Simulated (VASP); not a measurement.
# TiSi (Pnma) in VASP: a series of runs

TiSi is run at these levels: r2SCAN; tasks: single point.

Everything below comes from runs of VASP 6.6.1. Logs are shortened: lines on timing, memory, paths and dates and some standing lists are left out, and cuts for length are marked.

### 1 The cell of the first run

The structure is orthorhombic, space group Pnma (No. 62). The conventional cell has a = 6.307 Å, b = 3.526 Å, c = 4.988 Å, α = 90.00°, β = 90.00°, γ = 90.00°. Ti (site symmetry m) has 7 Si at 2.50 to 2.71 Å and 6 Ti at 3.11 to 3.19 Å within 3.3 Å. Si (site symmetry m) has 2 Si at 2.34 Å and 7 Ti at 2.50 to 2.71 Å within 3.1 Å.

### 2 Single point, r2SCAN (strain -0.030 along x and y, +0.000 along z)

POSCAR

```
TiSi
1.0
    6.3065969572      0.0000000000      0.0000000000
    0.0000000000      3.5264123009      0.0000000000
    0.0000000000      0.0000000000      4.9881882448
Ti Si
4 4
Direct
    0.6759929500      0.2500000000      0.3713850054
    0.3240070500      0.7500000000      0.6286149946
    0.8240070500      0.7500000000      0.8713850054
    0.1759929500      0.2500000000      0.1286149946
    0.5438874468      0.2500000000      0.8553463000
    0.4561125532      0.7500000000      0.1446537000
    0.9561125532      0.7500000000      0.3553463000
    0.0438874468      0.2500000000      0.6446537000
```

INCAR.step1

```
PREC = Accurate
ENCUT = 520
ISMEAR = 0
SIGMA = 0.15
LREAL = False
LASPH = True
NELM = 100
NBANDS = 42
GGA = PE
ALGO = Normal
EDIFF = 1E-4
LWAVE = True
LCHARG = False
```

INCAR.step2

```
PREC = Accurate
ENCUT = 520
EDIFF = 1E-6
ISMEAR = 0
SIGMA = 0.15
LREAL = False
LASPH = True
NELM = 100
ALGO = Normal
ISIF = 2
LWAVE = False
LCHARG = True
METAGGA = R2SCAN
LMIXTAU = True
LELF = True
LVHAR = True
NBANDS = 42
ISTART = 1
```

KPOINTS

```
Automatic mesh
0
Gamma
  6 12 8
```

Potentials or basis: VASP PAW PBE potentials, release 64 (Ti_sv, Si).

The run is started by

```bash
$ cat potpaw_PBE.64/Ti_sv/POTCAR potpaw_PBE.64/Si/POTCAR > POTCAR
$ cp INCAR.step1 INCAR
$ mpirun -np 1 vasp_std > vasp.out
$ cp INCAR.step2 INCAR
$ mpirun -np 1 vasp_std > vasp.out
```

OUTCAR:

```text
PREC = Accurate
   ENCUT = 520
   EDIFF = 1E-6
   ISMEAR = 0
   LREAL = False
   LASPH = True
   NELM = 100
   ISIF = 2
   METAGGA = R2SCAN
   ISTART = 1

 ion  position               nearest neighbor table
   1  0.676  0.250  0.371-   7 2.50   7 2.50   6 2.51   6 2.51   5 2.55   8 2.69   5 2.71
   2  0.324  0.750  0.629-   8 2.50   8 2.50   5 2.51   5 2.51   6 2.55   7 2.69   6 2.71
   3  0.824  0.750  0.871-   5 2.50   5 2.50   8 2.51   8 2.51   7 2.55   6 2.69   7 2.71
   4  0.176  0.250  0.129-   6 2.50   6 2.50   7 2.51   7 2.51   8 2.55   5 2.69   8 2.71
   5  0.544  0.250  0.855-   6 2.34   6 2.34   3 2.50   3 2.50   2 2.51   2 2.51   1 2.55   4 2.69
                             1 2.71
   6  0.456  0.750  0.145-   5 2.34   5 2.34   4 2.50   4 2.50   1 2.51   1 2.51   2 2.55   3 2.69
                             2 2.71
   7  0.956  0.750  0.355-   8 2.34   8 2.34   1 2.50   1 2.50   4 2.51   4 2.51   3 2.55   2 2.69
                             3 2.71
   8  0.044  0.250  0.645-   7 2.34   7 2.34   2 2.50   2 2.50   3 2.51   3 2.51   4 2.55   1 2.69
                             4 2.71

  LATTYP: Found a simple orthorhombic cell.
 ALAT       =     3.5264123009
 B/A-ratio  =     1.4145221316
 C/A-ratio  =     1.7883889968

  Lattice vectors:

 A1 = (   0.0000000000,   3.5264123009,   0.0000000000)
 A2 = (   0.0000000000,   0.0000000000,   4.9881882448)
 A3 = (   6.3065969572,   0.0000000000,   0.0000000000)

Analysis of symmetry for initial positions (statically):
=====================================================================
 Subroutine PRICEL returns:
 Original cell was already a primitive cell.

 Routine SETGRP: Setting up the symmetry group for a
 simple orthorhombic supercell.

 Subroutine GETGRP returns: Found  8 space group operations
 (whereof  2 operations were pure point group operations)
 out of a pool of  8 trial point group operations.

The static configuration has the point symmetry S_2 .
 The point group associated with its full space group is D_2h.

Analysis of symmetry for dynamics (positions and initial velocities):
=====================================================================
 Subroutine PRICEL returns:
 Original cell was already a primitive cell.

 Routine SETGRP: Setting up the symmetry group for a
 simple orthorhombic supercell.

 Subroutine GETGRP returns: Found  8 space group operations
 (whereof  2 operations were pure point group operations)
 out of a pool of  8 trial point group operations.

The dynamic configuration has the point symmetry S_2 .
 The point group associated with its full space group is D_2h.

 Subroutine INISYM returns: Found  8 space group operations
 (whereof  2 operations are pure point group operations),
 and found     1 'primitive' translations

----------------------------------------------------------------------------------------

                                     Primitive cell

  volume of cell :     110.9356

  direct lattice vectors                    reciprocal lattice vectors
     6.306596957  0.000000000  0.000000000     0.158564121  0.000000000  0.000000000
     0.000000000  3.526412301  0.000000000     0.000000000  0.283574328  0.000000000
     0.000000000  0.000000000  4.988188245     0.000000000  0.000000000  0.200473589

  length of vectors
     6.306596957  3.526412301  4.988188245     0.158564121  0.283574328  0.200473589

  position of ions in fractional coordinates (direct lattice)
     0.675992950  0.250000000  0.371385005
     0.324007050  0.750000000  0.628614995
     0.824007050  0.750000000  0.871385005
     0.175992950  0.250000000  0.128614995
     0.543887447  0.250000000  0.855346300
     0.456112553  0.750000000  0.144653700
     0.956112553  0.750000000  0.355346300
     0.043887447  0.250000000  0.644653700

  ion indices of the primitive-cell ions
   primitive index   ion index
                 1           1
                 2           2
                 3           3
                 4           4
                 5           5
                 6           6
                 7           7
                 8           8

----------------------------------------------------------------------------------------

 KPOINTS: Automatic mesh

Automatic generation of k-mesh.
 Grid dimensions read from file:
 generate k-points for:    6   12    8

 Generating k-lattice:

  Cartesian coordinates                     Fractional coordinates (reciprocal lattice)
     0.026427353  0.000000000  0.000000000     0.166666667  0.000000000  0.000000000
     0.000000000  0.023631194  0.000000000     0.000000000  0.083333333  0.000000000
     0.000000000  0.000000000  0.025059199     0.000000000  0.000000000  0.125000000

  Length of vectors
     0.026427353  0.023631194  0.025059199

  Shift w.r.t. Gamma in fractional coordinates (k-lattice)
     0.000000000  0.000000000  0.000000000

 Subroutine IBZKPT returns following result:
 ===========================================

 Found    140 irreducible k-points:

 Following reciprocal coordinates:
            Coordinates               Weight
  0.000000  0.000000  0.000000      1.000000
  0.166667  0.000000  0.000000      2.000000
  0.333333  0.000000  0.000000      2.000000
  0.500000  0.000000  0.000000      1.000000
  0.000000  0.083333  0.000000      2.000000
  0.166667  0.083333  0.000000      4.000000
[... 16 lines left out ...]
  0.333333  0.416667  0.000000      4.000000
  0.500000  0.416667  0.000000      2.000000
 [... further k-points ...]
   k-points           NKPTS =    140   k-points in BZ     NKDIM =    140   number of bands    NBANDS=     42
   number of dos      NEDOS =    301   number of ions     NIONS =      8
   total plane-waves  NPLWV =  53760
   dimension x,y,z NGX =    48 NGY =   28 NGZ =   40
   dimension x,y,z NGXF=    96 NGYF=   56 NGZF=   80
   ions per type =               4   4
   NGX,Y,Z   is equivalent  to a cutoff of  12.65, 13.20, 13.33 a.u.
   NGXF,Y,Z  is equivalent  to a cutoff of  25.31, 26.40, 26.66 a.u.
 SYSTEM =  unknown system
   PREC   = accura    normal or accurate (medium, high low for compatibility)
   ISTART =      1    job   : 0-new  1-cont  2-samecut
   ICHARG =      0    charge: 1-file 2-atom 10-const
   ISPIN  =      1    spin polarized calculation?
   LNONCOLLINEAR =      F non collinear calculations
   LSORBIT =      F    spin-orbit coupling
   LASPH  =      T    aspherical Exc in radial PAW
   ENCUT  =  520.0 eV  38.22 Ry    6.18 a.u.  11.73  6.56  9.27*2*pi/ulx,y,z
   NELM   =    100;   NELMIN=  2; NELMDL=  0     # of ELM steps
   EDIFF  = 0.1E-05   stopping-criterion for ELM
   LREAL  =      F    real-space projection
   EDIFFG = 0.1E-04   stopping-criterion for IOM
   NSW    =      0    number of steps for IOM
   IBRION =     -1    ionic relax: 0-MD 1-quasi-New 2-CG
   NFREE  =      0    steps in history (QN), initial steepest desc. (CG)
   ISIF   =      2    stress and relaxation
   ISYM   =      2    0-nonsym 1-usesym 2-fastsym
   POTIM  = 0.5000    time-step for ionic-motion
   TEBEG  =    0.0;   TEEND  =   0.0 temperature during run
   PSTRESS=    0.0 pullay stress
   NELECT =      64.0000    total number of electrons
   NUPDOWN=      -1.0000    fix difference up-down
   EMIN   =  10.00;   EMAX   =-10.00  energy-range for DOS
   EFERMI =   0.00;   METHOD = LEGACY
   ISMEAR =     0;   SIGMA  =   0.15  broadening in eV -4-tet -1-fermi 0-gaus
   EFERMI_NEDOS =   21; number of points for ismear=-14 and -15
   IALGO  =     38    algorithm
   IMIX   =      4    mixing-type and parameters
     AMIX     =   0.40;   BMIX     =  1.00
     AMIX_MAG =   1.60;   BMIX_MAG =  1.00
  volume/ion in A,a.u.               =      13.87        93.58
  Fermi-wavevector in a.u.,A,eV,Ry     =   1.362839  2.575392 25.270503  1.857330
  Thomas-Fermi vector in A             =   2.489294
   LORBIT       =      0    0 simple, 1 ext, 2 COOP (PROOUT), +10 PAW based schemes
   METAGGA = R2SCAN    functional components
   LHFCALC =     F    Hartree Fock is set to
   AEXX    =    0.0000 exact exchange contribution
   IVDW    =     0    specifies the selected vdW correction
   LEPSILON=     F    determine dielectric tensor
   LRPA    =     F    only Hartree local field effects (RPA)
 non-spin polarized calculation
 Gauss-broadening in eV      SIGMA  =   0.15
  energy-cutoff  :      520.00
  volume of cell :      110.94
 maximum number of plane-waves:      3022
 NGX is ok and might be reduce to    48
   NGX = 23   NGY = 13   NGZ = 19

 number of electron      63.9999991 magnetization

 Free energy of the ion-electron system (eV)
  ---------------------------------------------------
  ext. energy  EPLUGINS =         0.00000000
  ---------------------------------------------------
  free energy    TOTEN  =       -92.99652789 eV

  energy without entropy =      -92.97331982  energy(sigma->0) =      -92.98492385

 E-fermi :  10.5779     XC(G=0): -12.8077

 val. band max:       10.5702399079   @ k =   0.3333   0.1667   0.3750
 cond. band min:      10.5865737424   @ k =   0.1667   0.0000   0.0000
 fundamental gap:      0.0163338345
 Fermi energy:        10.5778613096

 k-point     1 :       0.0000    0.0000    0.0000
  band No.  band energies     occupation
      1     -48.4188      2.00000
      2     -48.3904      2.00000
      3     -48.3802      2.00000
      4     -48.3679      2.00000
      5     -23.8055      2.00000
      6     -23.8050      2.00000
[... 34 lines left out ...]
     41      13.2068      0.00000
     42      13.4804      0.00000

 k-point     2 :       0.1667    0.0000    0.0000
  band No.  band energies     occupation
      1     -48.4174      2.00000
      2     -48.3941      2.00000
      3     -48.3777      2.00000
      4     -48.3683      2.00000
      5     -23.8075      2.00000
      6     -23.8049      2.00000
[... 34 lines left out ...]
     41      13.2325      0.00000
     42      13.3017      0.00000

 k-point     3 :       0.3333    0.0000    0.0000
  band No.  band energies     occupation
      1     -48.4135      2.00000
      2     -48.4007      2.00000
      3     -48.3740      2.00000
      4     -48.3693      2.00000
      5     -23.8112      2.00000
      6     -23.8088      2.00000
[... 34 lines left out ...]
     41      13.2533      0.00000
     42      13.4906      0.00000

 k-point     4 :       0.5000    0.0000    0.0000
  band No.  band energies     occupation
      1     -48.4076      2.00000
      2     -48.4076      2.00000
      3     -48.3711      2.00000
      4     -48.3711      2.00000
      5     -23.8123      2.00000
      6     -23.8123      2.00000
[... 844 lines left out ...]
     41      13.6709      0.00000
     42      14.1303      0.00000

 k-point    23 :       0.3333    0.4167    0.0000
  band No.  band energies     occupation
      1     -48.3929      2.00000
      2     -48.3868      2.00000
      3     -48.3815      2.00000
      4     -48.3798      2.00000
      5     -23.7644      2.00000
      6     -23.7541      2.00000
[... 34 lines left out ...]
     41      13.7335      0.00000
     42      14.0658      0.00000

 k-point    24 :       0.5000    0.4167    0.0000
  band No.  band energies     occupation
      1     -48.3900      2.00000
      2     -48.3900      2.00000
      3     -48.3805      2.00000
      4     -48.3805      2.00000
      5     -23.7479      2.00000
      6     -23.7479      2.00000
[... 34 lines left out ...]
     41      13.8420      0.00000
     42      13.8439      0.00000

 [... further k-points ...]
[... 5 lines left out ...]
  --------------------------------------------------------------------------------------
  -------------------------------------------------------------------------------------
  Total        9.4604303     10.2504895      3.3719860      0.0000000      0.0000000      0.0000000
  in kB      136.6313864    148.0417429     48.6995947      0.0000000      0.0000000      0.0000000
  external PRESSURE =     111.1242413 kB  Pullay stress =       0.0000000 kB

 VOLUME and BASIS-vectors are now :
 -----------------------------------------------------------------------------
  energy-cutoff  :      520.00
  volume of cell :      110.94
      direct lattice vectors                 reciprocal lattice vectors
     6.306596957  0.000000000  0.000000000     0.158564121  0.000000000  0.000000000
     0.000000000  3.526412301  0.000000000     0.000000000  0.283574328  0.000000000
     0.000000000  0.000000000  4.988188245     0.000000000  0.000000000  0.200473589

 POSITION                                       TOTAL-FORCE (eV/Angst)
 -----------------------------------------------------------------------------------
      4.26322      0.88160      1.85254        -0.274601     -0.000000      0.104955
      2.04338      2.64481      3.13565         0.274601     -0.000000     -0.104955
      5.19668      2.64481      4.34663         0.274601     -0.000000      0.104955
      1.10992      0.88160      0.64156        -0.274601     -0.000000     -0.104955
      3.43008      0.88160      4.26663        -0.008432     -0.000000     -0.062572
      2.87652      2.64481      0.72156         0.008432     -0.000000      0.062572
      6.02982      2.64481      1.77253         0.008432     -0.000000     -0.062572
      0.27678      0.88160      3.21565        -0.008432      0.000000      0.062572
 -----------------------------------------------------------------------------------
    total drift:                               -0.000000      0.000000      0.000000

  FREE ENERGIE OF THE ION-ELECTRON SYSTEM (eV)
  ---------------------------------------------------
  free  energy   TOTEN  =       -92.9965278882 eV

  energy  without entropy=      -92.9733198182  energy(sigma->0) =      -92.98492385
```

It took 26 min on 1 thread of Intel Xeon 6975P-C, shared host; peak memory 0.58 GiB.

Results:

- Free energy: -92.9965 eV
- Pressure: 11.1 GPa
- Largest force: 0.294 eV/Å
- Band gap on the k mesh: zero (band 32 reaches 10.79 eV, above the bottom of band 33 at 10.44 eV)

Forces on the atoms (eV/Å):
```
Ti  -0.275  0.000  0.105
Ti   0.275  0.000 -0.105
Ti   0.275  0.000  0.105
Ti  -0.275  0.000 -0.105
Si  -0.008  0.000 -0.063
Si   0.008  0.000  0.063
Si   0.008  0.000 -0.063
Si  -0.008  0.000  0.063
```

Levels at points of the mesh, in eV from the Fermi level:
| k point | band 28 | band 29 | band 30 | band 31 | band 32 | band 33 | band 34 | band 35 | band 36 | band 37 |
| --- | --- | --- | --- | --- | --- | --- | --- | --- | --- | --- |
| (0.00, 0.00, 0.00) | -2.27 | -0.74 | -0.59 | -0.32 | -0.15 | 0.35 | 0.76 | 0.79 | 0.82 | 1.16 |
| (0.50, 0.00, 0.00) | -2.31 | -0.83 | -0.83 | -0.58 | -0.58 | 0.57 | 0.57 | 0.73 | 0.73 | 1.74 |
| (0.00, 0.50, 0.00) | -2.28 | -1.89 | -1.89 | -1.82 | -1.82 | 1.67 | 1.67 | 2.04 | 2.04 | 2.27 |
| (0.50, 0.50, 0.00) | -3.13 | -1.93 | -1.93 | -1.93 | -1.93 | 2.01 | 2.01 | 2.01 | 2.01 | 2.52 |
| (0.00, 0.00, 0.50) | -1.49 | -1.02 | -1.02 | -0.21 | -0.21 | 0.49 | 0.49 | 0.86 | 0.86 | 1.73 |
| (0.50, 0.00, 0.50) | -2.35 | -1.00 | -1.00 | -0.72 | -0.72 | 0.46 | 0.46 | 0.85 | 0.85 | 1.83 |
| (0.00, 0.50, 0.50) | -2.70 | -0.60 | -0.60 | -0.49 | -0.49 | -0.06 | -0.06 | 0.81 | 0.81 | 2.23 |
| (0.50, 0.50, 0.50) | -2.57 | -1.56 | -1.56 | -1.56 | -1.56 | 1.51 | 1.51 | 1.51 | 1.51 | 2.18 |

Caveat: the cell differs from its parent crystal (strain -0.030 along x and y, +0.000 along z); the PAW data sets were made with another functional, which shifts forces and pressure a little.

### 3 Single point, r2SCAN (strain -0.015 along x and y, -0.030 along z)

Edit POSCAR of step 2 so:

```diff
@@ -2,5 +2,5 @@
 1.0
-    6.3065969572      0.0000000000      0.0000000000
-    0.0000000000      3.5264123009      0.0000000000
-    0.0000000000      0.0000000000      4.9881882448
+    6.4041216524      0.0000000000      0.0000000000
+    0.0000000000      3.5809444499      0.0000000000
+    0.0000000000      0.0000000000      4.8385425975
 Ti Si
```

INCAR.step1

```
SYSTEM = TiSi
ALGO     = Normal         ! electronic algorithm
EDIFF    = 1E-4           ! SCF threshold, eV
ENCUT    = 520            ! plane-wave cutoff, eV
GGA      = PE             ! functional
ISMEAR   = 0              ! smearing method
LASPH    = .True.         ! aspherical terms in the spheres
LCHARG   = .False.        ! write CHGCAR
LREAL    = .False.        ! projectors in reciprocal space
LWAVE    = .True.         ! write WAVECAR
NBANDS   = 42             ! bands
NELM     = 60             ! most SCF steps
PREC     = Accurate       ! precision mode
SIGMA    = 0.15           ! smearing width, eV
```

INCAR.step2

```
SYSTEM = TiSi
ALGO     = Normal         ! electronic algorithm
EDIFF    = 1E-6           ! SCF threshold, eV
ENCUT    = 520            ! plane-wave cutoff, eV
ISIF     = 2              ! what is computed and relaxed
ISMEAR   = 0              ! smearing method
ISTART   = 1            
LASPH    = .True.         ! aspherical terms in the spheres
LCHARG   = .False.        ! write CHGCAR
LMIXTAU  = .True.       
LREAL    = .False.        ! projectors in reciprocal space
LWAVE    = .False.        ! write WAVECAR
METAGGA  = R2SCAN         ! meta-GGA
NBANDS   = 42             ! bands
NELM     = 60             ! most SCF steps
PREC     = Accurate       ! precision mode
SIGMA    = 0.15           ! smearing width, eV
```

KPOINTS

```
k-points
0
Gamma
  6 12 8
  0 0 0
```

Potentials or basis: VASP PAW PBE potentials, release 64 (Ti_sv, Si).

The run is started by

```bash
$ cat potpaw_PBE.64/Ti_sv/POTCAR potpaw_PBE.64/Si/POTCAR > POTCAR
$ cp INCAR.step1 INCAR
$ mpirun -np 1 vasp_std > vasp.out
$ cp INCAR.step2 INCAR
$ mpirun -np 1 vasp_std > vasp.out
```

Run time: 16 min. Hardware: 1 thread of Intel Xeon 6975P-C (Granite Rapids), shared host; peak memory 0.56 GiB.

It converged, with:

```
Free energy            : -93.0336 eV
Pressure               : 11.3 GPa
Largest force          : 0.105 eV/Å
Band gap on the k mesh : zero (band 32 reaches 10.80 eV, above the bottom of band 33 at 10.39 eV)
```

Forces in eV/Å, atoms in the order of the input:
```
Ti   0.098  0.000 -0.036
Ti  -0.098  0.000  0.036
Ti  -0.098  0.000 -0.036
Ti   0.098  0.000  0.036
Si  -0.003  0.000 -0.056
Si   0.003  0.000  0.056
Si   0.003  0.000 -0.056
Si  -0.003  0.000  0.056
```

Stress tensor (GPa, compression positive):
```
 8.93  0.00  0.00
 0.00  9.50  0.00
 0.00  0.00 15.47
```

Levels at points of the mesh, in eV from the Fermi level:
```tsv
k point	band 30	band 31	band 32	band 33	band 34	band 35
(0.00, 0.00, 0.00)	-0.54	-0.43	-0.22	0.37	0.66	0.71
(0.50, 0.00, 0.00)	-0.86	-0.50	-0.50	0.43	0.43	0.65
(0.00, 0.50, 0.00)	-1.85	-1.84	-1.84	1.69	1.69	2.12
(0.50, 0.50, 0.00)	-1.92	-1.92	-1.92	1.99	1.99	1.99
(0.00, 0.00, 0.50)	-0.97	-0.37	-0.37	0.45	0.45	0.87
(0.50, 0.00, 0.50)	-1.02	-0.81	-0.81	0.51	0.51	0.81
(0.00, 0.50, 0.50)	-0.62	-0.47	-0.47	-0.01	-0.01	0.87
(0.50, 0.50, 0.50)	-1.50	-1.50	-1.50	1.46	1.46	1.46
```

Caveat: the cell differs from its parent crystal (strain -0.015 along x and y, -0.030 along z); the PAW data sets were made with another functional, which shifts forces and pressure a little.
